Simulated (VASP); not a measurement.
A run of VASP 6.6.1 is set up as follows.

Contents of INCAR:

```
SYSTEM = Nb
PREC = Accurate
ENCUT = 520
EDIFF = 1E-7
ISMEAR = -1
SIGMA = 0.08
LREAL = .FALSE.
LASPH = .TRUE.
NELM = 80
ALGO = Normal
ISIF = 2
LWAVE = .FALSE.
LCHARG = .FALSE.
GGA = PE
NBANDS = 12
```

The input KPOINTS:

```
regular mesh
0
G
  13 13 13
  0 0 0
```

The input POSCAR:

```
Nb
1.0
    0.0211500000      2.1255750000      2.1255750000
    2.1255750000      0.0211500000      2.1255750000
    2.1255750000      2.1255750000      0.0211500000
Nb
1
Direct
    0.0000000000      0.0000000000      0.0000000000
```

Potentials or basis: VASP PAW PBE potentials, release 64 (Nb_sv).

Command:

```bash
$ cat potpaw_PBE.64/Nb_sv/POTCAR > POTCAR
$ mpirun -np 1 vasp_std > vasp.out
```

**Question.** What does it give for the band gap on the k mesh?

**Answer.** Zero (an odd number of electrons rules out a gap without spin polarisation).

**Question.** Predict the pressure.

**Answer.** -1.4 GPa.

Stress tensor (GPa, compression positive):
```
-1.43  0.44  0.44
 0.44 -1.43  0.44
 0.44  0.44 -1.43
```

Caveat: the cell differs from its parent crystal (equal xy, yz and zx shear strains of +1 %).
